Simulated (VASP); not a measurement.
A run of VASP 6.6.1:

The input INCAR:

```
SYSTEM = CaSe
ALGO     = Normal         ! electronic algorithm
EDIFF    = 1E-7           ! SCF threshold, eV
EDIFFG   = -0.01          ! ionic threshold
ENCUT    = 450            ! plane-wave cutoff, eV
GGA      = PE             ! functional
GGA_COMPAT= .FALSE.      
IBRION   = 2              ! ionic algorithm
ISIF     = 2              ! what is computed and relaxed
ISMEAR   = 0              ! smearing method
LASPH    = .TRUE.         ! aspherical terms in the spheres
LCHARG   = .FALSE.        ! write CHGCAR
LREAL    = .FALSE.        ! projectors in reciprocal space
LWAVE    = .FALSE.        ! write WAVECAR
NELM     = 120            ! most SCF steps
NELMIN   = 4            
NSW      = 80             ! ionic steps
PREC     = Accurate       ! precision mode
SIGMA    = 0.01           ! smearing width, eV
```

File KPOINTS:

```
k-points
0
G
  3 3 3
  0 0 0
```

File POSCAR:

```
CaSe
1.0
    0.0000000000      3.3000000000      3.3000000000
    3.3000000000      0.0000000000      3.3000000000
    3.3000000000      3.3000000000      0.0000000000
Ca Se
1 1
Direct
    0.0000000000      0.0000000000      0.0000000000
    0.7500000000      0.7500000000      0.7500000000
```

Potentials or basis: VASP PAW PBE potentials, release 64 (Ca_sv, Se).

The run is started by

```console
$ cat potpaw_PBE.64/Ca_sv/POTCAR potpaw_PBE.64/Se/POTCAR > POTCAR
$ mpirun -np 1 vasp_std > vasp.out
```

Hardware: 1 thread of Intel Xeon 8259CL (shared host).

Q: How long does it take, and how much memory?

A: It took 18 s on 1 thread of Intel Xeon 8259CL, on a shared host, peak memory 0.17 GiB. Counts: scf iterations 15, k points 4, ion steps 1.
